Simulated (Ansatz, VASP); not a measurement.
# HfSiO4 in VASP and in Ansatz

The input INCAR:

```
PREC = Accurate ; ENCUT = 520
EDIFF = 1E-6 ; ISMEAR = -1
SIGMA = 0.02 ; LREAL = F
LASPH = T ; NELM = 60
ALGO = Normal ; ISIF = 2
LWAVE = F ; LCHARG = F
GGA = PE ; NBANDS = 50
```

The input KPOINTS:

```
Automatic mesh
0
Gamma
  8 8 4
```

File POSCAR:

```
HfSiO4
1.0
    5.1875320897     -1.8726440613      0.0506656141
    5.1875320897      1.8726440613      0.0506656141
   -2.7119058065      0.0000000000      6.8538669903
Hf O Si
2 8 2
Direct
    0.8523383309      0.8523383309      0.8047613804
    0.1476616691      0.1476616691      0.1952386196
    0.3670207251      0.3670207251      0.3052821142
    0.0762741095      0.0762741095      0.8996849085
    0.9237258905      0.9237258905      0.1003150915
    0.7176266032      0.7176266032      0.2311596962
    0.2823733968      0.2823733968      0.7688403038
    0.0809377700      0.0809377700      0.4287244855
    0.9190622300      0.9190622300      0.5712755145
    0.6329792749      0.6329792749      0.6947178858
    0.8987924915      0.8987924915      0.3220938278
    0.1012075085      0.1012075085      0.6779061722
```

Input for Ansatz:

```yaml
crystal:
  lattice:
    - [5.1875320897, -1.8726440613, 0.0506656141]
    - [5.1875320897, 1.8726440613, 0.0506656141]
    - [-2.7119058065, 0.0, 6.8538669903]
  atoms:
    - { symbol: Hf, position: [0.8523383309, 0.8523383309, 0.8047613804] }
    - { symbol: Hf, position: [0.1476616691, 0.1476616691, 0.1952386196] }
    - { symbol: O, position: [0.3670207251, 0.3670207251, 0.3052821142] }
    - { symbol: O, position: [0.0762741095, 0.0762741095, 0.8996849085] }
    - { symbol: O, position: [0.9237258905, 0.9237258905, 0.1003150915] }
    - { symbol: O, position: [0.7176266032, 0.7176266032, 0.2311596962] }
    - { symbol: Si, position: [0.8987924915, 0.8987924915, 0.3220938278] }
    - { symbol: Si, position: [0.1012075085, 0.1012075085, 0.6779061722] }
    - { symbol: O, position: [0.2823733968, 0.2823733968, 0.7688403038] }
    - { symbol: O, position: [0.08093777, 0.08093777, 0.4287244855] }
    - { symbol: O, position: [0.91906223, 0.91906223, 0.5712755145] }
    - { symbol: O, position: [0.6329792749, 0.6329792749, 0.6947178858] }
kpoints:
  mp_grid: { grid: [8, 8, 4] }
  band_path:
    path:
      - [[0.0, 0.0, 0.0], [-0.2873892265385, 0.2873892265385, -3.813040546721e-18]]
      - [[-0.7126107734615, -0.2873892265385, 4.227482956457e-17], [-0.5, -0.5, 4.227482956457e-17], [0.0, 0.0, 0.0], [-0.5, -0.5, 0.5], [-0.7314958243802, -0.2685041756198, 0.5]]
      - [[-0.2685041756198, 0.2685041756198, 0.5], [7.419984812048e-19, 7.899239528211e-19, 0.5], [0.0, 0.0, 0.0]]
      - [[-0.5, -1.939245770607e-17, 0.5], [0.0, 0.0, 0.0], [-0.5, -2.785326808381e-17, 2.113741478229e-17]]
    npoints: 10
hamiltonian:
  xc: pbe
scf:
  occupations: { method: fermi_dirac, width: 0.02 }
  n_extra_bands: 7
output:
  forces: true
  stress: true
  eigenvalues: true
  write_density: true
  write_potential: true
  elf: true
  volumetric_format: npy
```

Alike in both runs: task single point; functional PBE; k mesh 8 × 8 × 4; occupations fermi-dirac, width 0.02 eV; no spin polarisation.

|  | VASP | Ansatz |
| --- | --- | --- |
| version | VASP 6.6.1 | Ansatz 0.2.0 |
| potentials or method | VASP PAW PBE potentials, release 64 (Hf_pv, O, Si) | plane waves, PAW |
| plane-wave cutoff (eV) | 520 | 420 |
| valence electrons in the cell | 76 | 108 |

Ansatz gave:

* gap on the k mesh at the Fermi level (eV): 4.33
* pressure (GPa): 6.1
* rms of the force components (eV/Å): 0.071

Q: What did VASP give for the same quantities?

A: gap on the k mesh at the Fermi level (eV): 4.31; pressure (GPa): 4.7; rms of the force components (eV/Å): 0.130.

With one functional, cell and mesh, what is left measures potentials, basis and numerics. VASP's potentials hold 76 valence electrons a cell and Ansatz's 108, so a difference there can come from the potentials and not from the codes.

Neither program's run includes spin-orbit coupling.
